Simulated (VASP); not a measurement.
Set up this calculation in VASP 6.6.1, as the native input.

| Item | Value |
| --- | --- |
| Task | single point |
| Functional | r2SCAN |
| Potentials or basis | VASP PAW PBE potentials, release 64 (Cd, S) |
| Cutoff | 520 eV |
| k mesh | 12 × 12 × 4 |
| Occupations | gaussian, width 0.01 eV |
| Spin | no spin polarisation |
| Dipole correction | no |
| Further INCAR settings | ALGO = Normal; EDIFF = 1e-07; NBANDS = 26 |

CdS:

```xyz
4
Lattice="4.3154 0.0000 0.0000 -2.1577 3.7372 0.0000 0.0000 0.0000 6.5246" Properties=species:S:1:pos:R:3 pbc="T T T"
Cd    0.0000    2.4915   -0.0611
Cd    2.1577    1.2457    3.2012
S     0.0000    2.4915    2.5078
S     2.1577    1.2457    5.7701
```

This cell differs from its parent crystal: epitaxial xy strain +3.6%.

These files were run (other wordings do the same):

POSCAR

```
CdS
1.0
    4.3153598342      0.0000000000      0.0000000000
   -2.1576799171      3.7372112429      0.0000000000
    0.0000000000      0.0000000000      6.5245716919
Cd S
2 2
Direct
    0.3333333333      0.6666666667     -0.0093585290
    0.6666666667      0.3333333333      0.4906414710
    0.3333333333      0.6666666667      0.3843585290
    0.6666666667      0.3333333333      0.8843585290
```

INCAR.step1

```
  PREC = Accurate
  ENCUT = 520
  ISMEAR = 0
  SIGMA = 0.01
  LREAL = False
  LASPH = True
  NELM = 100
  NBANDS = 26
  GGA = PE
  ALGO = Normal
  EDIFF = 1E-4
  LWAVE = True
  LCHARG = False
```

INCAR.step2

```
  PREC = Accurate
  ENCUT = 520
  EDIFF = 1E-7
  ISMEAR = 0
  SIGMA = 0.01
  LREAL = False
  LASPH = True
  NELM = 100
  ALGO = Normal
  ISIF = 2
  LWAVE = False
  LCHARG = True
  METAGGA = R2SCAN
  LMIXTAU = True
  LELF = True
  LVHAR = True
  NBANDS = 26
  ISTART = 1
```

KPOINTS

```
regular mesh
0
Gamma
  12 12 4
```

Potentials or basis: VASP PAW PBE potentials, release 64 (Cd, S).

Command:

```bash
$ cat potpaw_PBE.64/Cd/POTCAR potpaw_PBE.64/S/POTCAR > POTCAR
$ cp INCAR.step1 INCAR
$ mpirun -np 1 vasp_std > vasp.out
$ cp INCAR.step2 INCAR
$ mpirun -np 1 vasp_std > vasp.out
```

It gave:

| Item | Value |
| --- | --- |
| Pressure | -1.8 GPa |
| Largest force | 0.009 eV/Å |
| Band gap on the k mesh | 1.48 eV |

Caveat: the cell differs from its parent crystal (epitaxial xy strain +3.6%); the PAW data sets were made with another functional, which shifts forces and pressure a little.

It took 4.2 min on 1 thread of Intel(R) Xeon(R) Platinum 8559C (Emerald Rapids), with other jobs on the host, peak memory 0.31 GiB.
